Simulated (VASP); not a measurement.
# GdO (F-43m) in VASP: a series of runs

The runs below take GdO through single point, with LDA+U.

All numbers are computed with VASP 6.6.1; they aren't measurements. Logs are shortened: lines on timing, memory, paths and dates and some standing lists are left out, and cuts for length are marked.

## (1) The cell of the first run

It takes space group F-43m (No. 216, cubic). The conventional cell has a = 5.400 Å, b = 5.400 Å, c = 5.400 Å, α = 90.00°, β = 90.00°, γ = 90.00°. Gd (site symmetry -43m) has 4 O at 2.34 Å within 3.1 Å. O (site symmetry -43m) has 4 Gd at 2.34 Å within 3.1 Å.

## (2) Single point, LDA+U, collinear spin, antiferromagnetic start

Input file INCAR:

```
SYSTEM = GdO
PREC = Accurate ; ENCUT = 520
EDIFF = 1E-6 ; ISMEAR = 0
SIGMA = 0.05 ; LREAL = .False.
LASPH = .True. ; NELM = 150
ALGO = Normal ; ISIF = 2
LWAVE = .False. ; LCHARG = .True.
ISPIN = 2 ; MAGMOM = 7 -7 0 0
LORBIT = 11 ; LMAXMIX = 6
LDAU = .True. ; LDAUTYPE = 2
LDAUL = 3 -1 ; LDAUU = 6 0
LDAUJ = 0 0 ; LDAUPRINT = 1
GGA = CA ; LELF = .True.
LVHAR = .True. ; NBANDS = 36
```

Input file KPOINTS:

```
Automatic mesh
0
Gamma
  6 6 6
  0 0 0
```

Input file POSCAR:

```
GdO
1.0
    0.0000000000      2.7000000000      2.7000000000
    5.4000000000      2.7000000000      2.7000000000
    5.4000000000      5.4000000000      0.0000000000
Gd O
2 2
Direct
    0.0000000000      0.0000000000      0.0000000000
    0.0000000000      0.0000000000      0.5000000000
    0.2500000000      0.2500000000      0.0000000000
    0.2500000000      0.2500000000      0.5000000000
```

Potentials or basis: VASP PAW PBE potentials, release 64 (Gd, O).

On the command line:

```console
> cat potpaw_PBE.64/Gd/POTCAR potpaw_PBE.64/O/POTCAR > POTCAR
> mpirun -np 1 vasp_std > vasp.out
```

OUTCAR:

```text
SYSTEM = GdO
   PREC = Accurate
   ENCUT = 520
   EDIFF = 1E-6
   ISMEAR = 0
   LREAL = .False.
   LASPH = .True.
   NELM = 150
   ISIF = 2
   ISPIN = 2
   LORBIT = 11
   GGA = CA

 ion  position               nearest neighbor table
   1  0.000  0.000  0.000-   3 2.34   4 2.34   4 2.34   3 2.34
   2  0.000  0.000  0.500-   4 2.34   3 2.34   3 2.34   4 2.34
   3  0.250  0.250  0.000-   1 2.34   2 2.34   1 2.34   2 2.34
   4  0.250  0.250  0.500-   1 2.34   2 2.34   2 2.34   1 2.34

  LATTYP: Found a simple tetragonal cell.
 ALAT       =     3.8183766184
 C/A-ratio  =     1.4142135624

  Lattice vectors:

 A1 = (   0.0000000000,  -2.7000000000,   2.7000000000)
 A2 = (   0.0000000000,  -2.7000000000,  -2.7000000000)
 A3 = (   5.4000000000,   0.0000000000,   0.0000000000)

Analysis of symmetry for initial positions (statically):
=====================================================================
 Subroutine PRICEL returns following result:

  LATTYP: Found a face centered cubic cell.
 ALAT       =     5.4000000000
[... 12 lines left out ...]
 Subroutine GETGRP returns: Found  8 space group operations
 (whereof  8 operations were pure point group operations)
 out of a pool of 16 trial point group operations.

The static configuration has the point symmetry D_2d.

Analysis of symmetry for dynamics (positions and initial velocities):
=====================================================================
 Subroutine PRICEL returns following result:

  LATTYP: Found a face centered cubic cell.
 ALAT       =     5.4000000000
[... 12 lines left out ...]
 Subroutine GETGRP returns: Found  8 space group operations
 (whereof  8 operations were pure point group operations)
 out of a pool of 16 trial point group operations.

The dynamic configuration has the point symmetry D_2d.

Analysis of structural, dynamic, and magnetic symmetry:
=====================================================================
 Subroutine PRICEL returns following result:

  LATTYP: Found a face centered cubic cell.
 ALAT       =     5.4000000000
[... 12 lines left out ...]
 Subroutine GETGRP returns: Found  8 space group operations
 (whereof  8 operations were pure point group operations)
 out of a pool of 16 trial point group operations.

The overall configuration has the point symmetry D_2d.

 Subroutine INISYM returns: Found  8 space group operations
 (whereof  8 operations are pure point group operations),
[... 177 lines left out ...]
  o =  0.9916  v =  0.0000 -0.0000 -0.0000 -0.1045  0.0000 -0.9945  0.0000  0.0000  0.0000  0.0000  0.0000  0.0000  0.0000  0.0000      0.0000  0.0000  0.0000  0.0000  0.0000  0.0000  0.0000  0.0000  0.0000  0.0000  0.0000  0.0000  0.0000  0.0000
  o =  0.9916  v =  0.0000 -0.0000 -0.0000  0.0000  0.7906  0.0000  0.6124  0.0000  0.0000  0.0000  0.0000  0.0000  0.0000  0.0000      0.0000  0.0000  0.0000  0.0000  0.0000  0.0000  0.0000  0.0000  0.0000  0.0000  0.0000  0.0000  0.0000  0.0000
  o =  0.9931  v =  0.0000  1.0000  0.0000  0.0000 -0.0000 -0.0000  0.0000  0.0000  0.0000  0.0000  0.0000  0.0000  0.0000  0.0000      0.0000  0.0000  0.0000  0.0000  0.0000  0.0000  0.0000  0.0000  0.0000  0.0000  0.0000  0.0000  0.0000  0.0000

atom =   2  type =  1  l = 3

 onsite density matrix

spin component  1

  0.0046  0.0000  0.0003 -0.0000 -0.0000  0.0000  0.0000
  0.0000  0.0234 -0.0000  0.0000 -0.0000 -0.0000 -0.0000
  0.0003 -0.0000  0.0041 -0.0000 -0.0000  0.0000  0.0000
 -0.0000  0.0000 -0.0000  0.0047  0.0000 -0.0002 -0.0000
 -0.0000 -0.0000 -0.0000  0.0000  0.0041 -0.0000 -0.0002
  0.0000 -0.0000  0.0000 -0.0002 -0.0000  0.0040 -0.0000
  0.0000 -0.0000  0.0000 -0.0000 -0.0002 -0.0000  0.0042

spin component  2

  0.9914  0.0000 -0.0002  0.0000 -0.0000  0.0000 -0.0000
  0.0000  0.9931  0.0000 -0.0000 -0.0000 -0.0000 -0.0000
 -0.0002  0.0000  0.9915 -0.0000  0.0000  0.0000 -0.0000
  0.0000 -0.0000 -0.0000  0.9913 -0.0000  0.0000  0.0000
 -0.0000 -0.0000  0.0000 -0.0000  0.9915 -0.0000  0.0002
  0.0000 -0.0000  0.0000  0.0000 -0.0000  0.9916  0.0000
 -0.0000 -0.0000 -0.0000  0.0000  0.0002  0.0000  0.9914

 occupancies and eigenvectors

  o =  0.0039  v = -0.0000  0.0000  0.0000  0.0000  0.7906  0.0000  0.6124  0.0000  0.0000  0.0000  0.0000  0.0000  0.0000  0.0000      0.0000  0.0000  0.0000  0.0000  0.0000  0.0000  0.0000  0.0000  0.0000  0.0000  0.0000  0.0000  0.0000  0.0000
  o =  0.0039  v =  0.0000  0.0000 -0.0001  0.2306 -0.0000  0.9730 -0.0000  0.0000  0.0000  0.0000  0.0000  0.0000  0.0000  0.0000      0.0000  0.0000  0.0000  0.0000  0.0000  0.0000  0.0000  0.0000  0.0000  0.0000  0.0000  0.0000  0.0000  0.0000
  o =  0.0039  v = -0.4135 -0.0000  0.9105  0.0000 -0.0000  0.0001 -0.0000  0.0000  0.0000  0.0000  0.0000  0.0000  0.0000  0.0000      0.0000  0.0000  0.0000  0.0000  0.0000  0.0000  0.0000  0.0000  0.0000  0.0000  0.0000  0.0000  0.0000  0.0000
  o =  0.0044  v = -0.0000  0.0000  0.0000 -0.0000 -0.6124  0.0000  0.7906  0.0000  0.0000  0.0000  0.0000  0.0000  0.0000  0.0000      0.0000  0.0000  0.0000  0.0000  0.0000  0.0000  0.0000  0.0000  0.0000  0.0000  0.0000  0.0000  0.0000  0.0000
  o =  0.0047  v =  0.0000 -0.0000  0.0000  0.9730 -0.0000 -0.2306  0.0000  0.0000  0.0000  0.0000  0.0000  0.0000  0.0000  0.0000      0.0000  0.0000  0.0000  0.0000  0.0000  0.0000  0.0000  0.0000  0.0000  0.0000  0.0000  0.0000  0.0000  0.0000
  o =  0.0047  v =  0.9105 -0.0000  0.4135 -0.0000 -0.0000  0.0000  0.0000  0.0000  0.0000  0.0000  0.0000  0.0000  0.0000  0.0000      0.0000  0.0000  0.0000  0.0000  0.0000  0.0000  0.0000  0.0000  0.0000  0.0000  0.0000  0.0000  0.0000  0.0000
  o =  0.0234  v = -0.0000 -1.0000 -0.0000 -0.0000  0.0000  0.0000  0.0000  0.0000  0.0000  0.0000  0.0000  0.0000  0.0000  0.0000      0.0000  0.0000  0.0000  0.0000  0.0000  0.0000  0.0000  0.0000  0.0000  0.0000  0.0000  0.0000  0.0000  0.0000
  o =  0.9912  v =  0.0000  0.0000  0.0000  0.0000  0.0000  0.0000  0.0000  0.0000 -0.0000  0.0000  0.0000 -0.6124 -0.0000  0.7906      0.0000  0.0000  0.0000  0.0000  0.0000  0.0000  0.0000  0.0000  0.0000  0.0000  0.0000  0.0000  0.0000  0.0000
  o =  0.9913  v =  0.0000  0.0000  0.0000  0.0000  0.0000  0.0000  0.0000 -0.0000  0.0000 -0.0000 -0.9945 -0.0000  0.1045  0.0000      0.0000  0.0000  0.0000  0.0000  0.0000  0.0000  0.0000  0.0000  0.0000  0.0000  0.0000  0.0000  0.0000  0.0000
  o =  0.9913  v =  0.0000  0.0000  0.0000  0.0000  0.0000  0.0000  0.0000  0.8502  0.0000  0.5264 -0.0000  0.0000  0.0000 -0.0000      0.0000  0.0000  0.0000  0.0000  0.0000  0.0000  0.0000  0.0000  0.0000  0.0000  0.0000  0.0000  0.0000  0.0000
  o =  0.9916  v =  0.0000  0.0000  0.0000  0.0000  0.0000  0.0000  0.0000 -0.0001 -0.0000  0.0001 -0.1045  0.0000 -0.9945  0.0000      0.0000  0.0000  0.0000  0.0000  0.0000  0.0000  0.0000  0.0000  0.0000  0.0000  0.0000  0.0000  0.0000  0.0000
  o =  0.9916  v =  0.0000  0.0000  0.0000  0.0000  0.0000  0.0000  0.0000 -0.5264  0.0000  0.8502  0.0000 -0.0000  0.0001 -0.0000      0.0000  0.0000  0.0000  0.0000  0.0000  0.0000  0.0000  0.0000  0.0000  0.0000  0.0000  0.0000  0.0000  0.0000
  o =  0.9916  v =  0.0000  0.0000  0.0000  0.0000  0.0000  0.0000  0.0000 -0.0000  0.0000  0.0000  0.0000  0.7906  0.0000  0.6124      0.0000  0.0000  0.0000  0.0000  0.0000  0.0000  0.0000  0.0000  0.0000  0.0000  0.0000  0.0000  0.0000  0.0000
  o =  0.9931  v =  0.0000  0.0000  0.0000  0.0000  0.0000  0.0000  0.0000  0.0000  1.0000 -0.0000  0.0000 -0.0000 -0.0000 -0.0000      0.0000  0.0000  0.0000  0.0000  0.0000  0.0000  0.0000  0.0000  0.0000  0.0000  0.0000  0.0000  0.0000  0.0000

 number of electron      47.9999995 magnetization      -0.0000000

 Free energy of the ion-electron system (eV)
  ---------------------------------------------------
  ext. energy  EPLUGINS =         0.00000000
  ---------------------------------------------------
  free energy    TOTEN  =       -44.65688401 eV

  energy without entropy =      -44.65264104  energy(sigma->0) =      -44.65476252

 E-fermi :   3.8622     XC(G=0): -10.5682

 val. band max:        3.8427277955   @ k =   0.3333   0.5000   0.1667
 cond. band min:       3.8700706626   @ k =   0.3333   0.1667   0.1667
 fundamental gap:      0.0273428670
 Fermi energy:         3.8622135609

 spin component 1

 k-point     1 :       0.0000    0.0000    0.0000
  band No.  band energies     occupation
      1     -41.6680      1.00000
      2     -38.7904      1.00000
      3     -19.7066      1.00000
      4     -19.1589      1.00000
      5     -19.1589      1.00000
      6     -17.5821      1.00000
[... 1865 lines left out ...]
     35       6.9833      0.00000
     36       7.2268      0.00000

 [... further k-points ...]
[... 5 lines left out ...]
  --------------------------------------------------------------------------------------
  -------------------------------------------------------------------------------------
  Total       -3.6494706     -3.5685319     -3.5685319     -0.0000000      0.0000000      0.0000000
  in kB      -74.2658521    -72.6187698    -72.6187698     -0.0000000      0.0000000      0.0000000
  external PRESSURE =     -73.1677972 kB  Pullay stress =       0.0000000 kB

 VOLUME and BASIS-vectors are now :
 -----------------------------------------------------------------------------
  energy-cutoff  :      520.00
  volume of cell :       78.73
      direct lattice vectors                 reciprocal lattice vectors
     0.000000000  2.700000000  2.700000000    -0.185185185  0.185185185  0.185185185
     5.400000000  2.700000000  2.700000000     0.185185185 -0.185185185  0.185185185
     5.400000000  5.400000000  0.000000000     0.000000000  0.185185185 -0.185185185

 POSITION                                       TOTAL-FORCE (eV/Angst)
 -----------------------------------------------------------------------------------
      0.00000      0.00000      0.00000         0.000000      0.000000      0.000000
      2.70000      2.70000      0.00000         0.000000      0.000000      0.000000
      1.35000      1.35000      1.35000        -0.000000     -0.000000     -0.000000
      4.05000      4.05000      1.35000        -0.000000      0.000000     -0.000000
 -----------------------------------------------------------------------------------
    total drift:                               -0.000007     -0.000005     -0.000015

  FREE ENERGIE OF THE ION-ELECTRON SYSTEM (eV)
  ---------------------------------------------------
  free  energy   TOTEN  =       -44.6568840061 eV

  energy  without entropy=      -44.6526410376  energy(sigma->0) =      -44.65476252

 total charge

# of ion       s       p       d       f       tot
--------------------------------------------------
    1        2.028   5.604   0.529   6.983  15.145
    2        2.028   5.604   0.529   6.983  15.145
    3        1.557   3.394   0.000   0.000   4.951
    4        1.557   3.394   0.000   0.000   4.951
--------------------------------------------------
tot          7.171  17.996   1.059  13.967  40.193

 magnetization (x)

# of ion       s       p       d       f       tot
--------------------------------------------------
    1       -0.002  -0.061   0.067   6.888   6.892
    2        0.002   0.061  -0.067  -6.888  -6.892
    3        0.000   0.000   0.000   0.000   0.000
    4        0.000   0.000   0.000   0.000   0.000
--------------------------------------------------
tot          0.000   0.000   0.000   0.000   0.000
```

Wall time 13 min (1 thread of Intel Xeon Platinum 8259CL at 2.50GHz (Skylake/Cascade Lake), shared host); peak memory 0.36 GiB.

What came out:

```yaml
Free_energy: -44.6569 eV
Pressure: -7.3 GPa
Band_gap_on_the_k_mesh: zero (filled and empty bands overlap)
Net_moment: 0.00 μB per cell
Site_moments: Gd +6.89, -6.89; O +0.00 μB
Valence_electrons_inside_the_program's_atomic_spheres: Gd 15.14; O 4.95
```

Levels at points of the mesh, in eV from the Fermi level:
Spin up:
| k point | band 20 | band 21 | band 22 | band 23 | band 24 | band 25 | band 26 | band 27 | band 28 | band 29 |
| --- | --- | --- | --- | --- | --- | --- | --- | --- | --- | --- |
| (0.00, 0.00, 0.00) | -5.79 | -5.79 | -4.67 | -4.67 | -2.00 | -0.32 | 0.89 | 2.37 | 2.37 | 2.43 |
| (0.50, 0.00, 0.00) | -5.42 | -5.40 | -5.37 | -5.34 | 0.28 | 0.60 | 1.90 | 2.08 | 2.15 | 2.21 |
| (0.50, 0.50, 0.00) | -4.79 | -4.68 | -4.68 | -4.57 | -0.33 | -0.33 | 0.71 | 1.11 | 2.44 | 2.44 |
| (0.00, 0.00, 0.50) | -5.41 | -5.40 | -5.34 | -5.28 | 0.13 | 0.34 | 1.53 | 1.62 | 1.92 | 2.16 |
| (0.50, 0.00, 0.50) | -5.44 | -5.39 | -4.68 | -4.68 | -0.33 | -0.33 | 0.63 | 0.92 | 2.42 | 2.44 |
| (0.00, 0.50, 0.50) | -5.31 | -5.31 | -5.24 | -5.24 | 0.02 | 0.21 | 0.59 | 0.73 | 2.38 | 2.44 |
Spin down:
```
           k point  band 22  band 23  band 24  band 25  band 26  band 27
(0.00, 0.00, 0.00)    -4.67    -4.67    -2.00    -0.32     0.89     2.37
(0.50, 0.00, 0.00)    -5.37    -5.34     0.28     0.60     1.90     2.08
(0.50, 0.50, 0.00)    -4.68    -4.57    -0.33    -0.33     0.71     1.11
(0.00, 0.00, 0.50)    -5.34    -5.28     0.13     0.34     1.53     1.62
(0.50, 0.00, 0.50)    -4.68    -4.68    -0.33    -0.33     0.63     0.92
(0.00, 0.50, 0.50)    -5.24    -5.24     0.02     0.21     0.59     0.73
```

Eigenvalues of the final occupation matrices:
```
    site  spin  trace                         eigenvalues
site 1 f     1   6.94  0.99 0.99 0.99 0.99 0.99 0.99 0.99
site 1 f     2   0.05  0.00 0.00 0.00 0.00 0.00 0.00 0.02
site 2 f     1   0.05  0.00 0.00 0.00 0.00 0.00 0.00 0.02
site 2 f     2   6.94  0.99 0.99 0.99 0.99 0.99 0.99 0.99
```

Caveat: the PAW data sets were made with another functional, which shifts forces and pressure a little; spin-orbit coupling is left out, which moves the levels of the heavy elements.

(Continued in part 2 of 2.)
